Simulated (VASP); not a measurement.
Here is a VASP 6.6.1 calculation.

INCAR

```
SYSTEM = Cr
ALGO     = Fast           ! electronic algorithm
EDIFF    = 1E-6           ! SCF threshold, eV
ENCUT    = 520            ! plane-wave cutoff, eV
GGA      = PE             ! functional
ISIF     = 2              ! what is computed and relaxed
ISMEAR   = 0              ! smearing method
LASPH    = .TRUE.         ! aspherical terms in the spheres
LCHARG   = .FALSE.        ! write CHGCAR
LREAL    = .FALSE.        ! projectors in reciprocal space
LWAVE    = .FALSE.        ! write WAVECAR
NBANDS   = 12             ! bands
NELM     = 60             ! most SCF steps
PREC     = Accurate       ! precision mode
SIGMA    = 0.05           ! smearing width, eV
```

KPOINTS

```
k-points
0
G
  22 22 22
  0 0 0
```

Contents of POSCAR:

```
Cr
1.0
   -1.4128508146      1.4128508146      1.4128508146
    1.4128508146     -1.4128508146      1.4128508146
    1.4128508146      1.4128508146     -1.4128508146
Cr
1
Direct
    0.0000000000      0.0000000000      0.0000000000
```

Potentials or basis: VASP PAW PBE potentials, release 64 (Cr_pv).

Command:

```console
$ cat potpaw_PBE.64/Cr_pv/POTCAR > POTCAR
$ mpirun -np 1 vasp_std > vasp.out
```

(1) Predict the pressure.

(2) Predict the band gap on the k mesh.

Answers

(1) 6.2 GPa.

(2) zero (band 6 reaches 13.84 eV, above the bottom of band 7 at 10.37 eV).

Caveat: the run has no spin polarisation, though such a crystal can be magnetic.
